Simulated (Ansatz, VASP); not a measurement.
One calculation of Al3In3GaB3N10, two programs

```
B N Al Ga In
1.0
     2.00393    2.45811    4.69315
    -2.16269   -1.98787    4.53741
     6.60461   -4.72277    1.95345
B N Al Ga In
3 10 3 1 3
Direct
  0.64644 0.01057 0.74424
  0.29260 0.00684 0.21211
  0.87763 0.06304 0.34199
  0.53714 0.86879 0.66076
  0.49162 0.31229 0.77322
  0.94863 0.88773 0.78501
  0.35553 0.85719 0.06263
  0.81813 0.96331 0.20709
  0.70839 0.34556 0.40277
  0.15557 0.92336 0.38850
  0.06726 0.36756 0.61031
  0.91489 0.37395 0.97134
  0.27643 0.28445 0.20226
  0.19356 0.99938 0.61032
  0.10351 0.49551 0.79343
  0.02800 0.00386 0.99722
  0.70254 0.49024 0.61378
  0.29907 0.47630 0.40206
  0.50755 0.43599 0.00672
  0.86954 0.56096 0.19730
```

Alike in both runs: functional PBE; k mesh 4 × 4 × 2; occupations gaussian, width 0.1 eV; no spin polarisation.

Ansatz relaxed the structure, and its values are those at the end. VASP's run is a single point on that final structure, the one shown.

|  | VASP | Ansatz |
| --- | --- | --- |
| version | VASP 6.6.1 | Ansatz 0.2.0 |
| potentials or method | VASP PAW PBE potentials, release 64 (B, N, Al, Ga_d, In_d), cutoff 520 eV | scalar-relativistic, plane waves, PAW |
| valence electrons in the cell | 120 | 120 |

```tsv
	VASP	Ansatz	Ansatz less VASP
gap on the k mesh at the Fermi level (eV)	1.05	1.05	+0.002
least direct gap on the mesh (eV)	1.14	1.14	+0.002
pressure (GPa)	0.0	0.0	-0.02
rms of the force components (eV/Å)	0.015	0.008	-0.0068
```
